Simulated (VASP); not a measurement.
Here is a VASP 6.6.1 calculation.

Contents of INCAR:

```
SYSTEM = Re
PREC = Accurate
ENCUT = 520
EDIFF = 1E-6
ISMEAR = -1
SIGMA = 0.1
LREAL = .False.
LASPH = .True.
NELM = 80
ALGO = Normal
ISIF = 2
LWAVE = .False.
LCHARG = .False.
GGA = RP
NBANDS = 22
```

KPOINTS

```
regular mesh
0
Gamma
  15 15 4
  0 0 0
```

Contents of POSCAR:

```
Re
1.0
    2.7104408378      0.0000000000      0.0000000000
   -1.3552204189      2.3473106210      0.0000000000
    0.0000000000      0.0000000000      8.7384213364
Re
4
Direct
    0.0000000000      1.0000000000      1.0000000000
    0.0000000000      1.0000000000      0.5000000000
    0.3333333333      0.6666666667      0.2500000000
    0.6666666667      0.3333333333      0.7500000000
```

Potentials or basis: VASP PAW PBE potentials, release 64 (Re).

Command:

```bash
$ cat potpaw_PBE.64/Re/POTCAR > POTCAR
$ mpirun -np 1 vasp_std > vasp.out
```

**Question.** Estimate the band gap on the k mesh.

**Answer.** Zero (band 14 reaches 10.28 eV, above the bottom of band 15 at 7.42 eV).

**Question.** Estimate the pressure.

**Answer.** 35.4 GPa.

Stress tensor (GPa, compression positive):
```
35.25  0.00  0.00
 0.00 35.25  0.00
 0.00  0.00 35.56
```

Caveat: the PAW data sets were made with another functional, which shifts forces and pressure a little; spin-orbit coupling is left out, which moves the levels of the heavy elements.
